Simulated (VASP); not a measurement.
Here is a VASP 6.6.1 calculation.

The input INCAR:

```
  PREC = Accurate
  ENCUT = 520
  EDIFF = 1E-6
  ISMEAR = 0
  SIGMA = 0.15
  LREAL = False
  LASPH = True
  NELM = 60
  ALGO = Fast
  ISIF = 2
  LWAVE = False
  LCHARG = False
  GGA = PS
  NBANDS = 22
```

File KPOINTS:

```
regular mesh
0
Gamma
  12 12 12
```

File POSCAR:

```
Bi
1.0
    2.0826594288      1.2024239818      4.7097613332
   -2.0826594288      1.2024239818      4.7097613332
    0.0000000000     -2.4048479636      4.7097613332
Bi
2
Direct
    0.2338900000      0.2338900000      0.2338900000
    0.7661100000      0.7661100000      0.7661100000
```

Potentials or basis: VASP PAW PBE potentials, release 64 (Bi_d).

Command:

```bash
$ cat potpaw_PBE.64/Bi_d/POTCAR > POTCAR
$ mpirun -np 1 vasp_std > vasp.out
```

(1) Predict the band gap on the k mesh.

(2) What does it give for the pressure?

(3) What does it give for the largest force?

Results:

(1) zero (band 15 reaches 6.79 eV, above the bottom of band 16 at 5.62 eV).

(2) -0.5 GPa.

(3) 0.136 eV/Å.

Caveat: the PAW data sets were made with another functional, which shifts forces and pressure a little; spin-orbit coupling is left out, which moves the levels of the heavy elements.
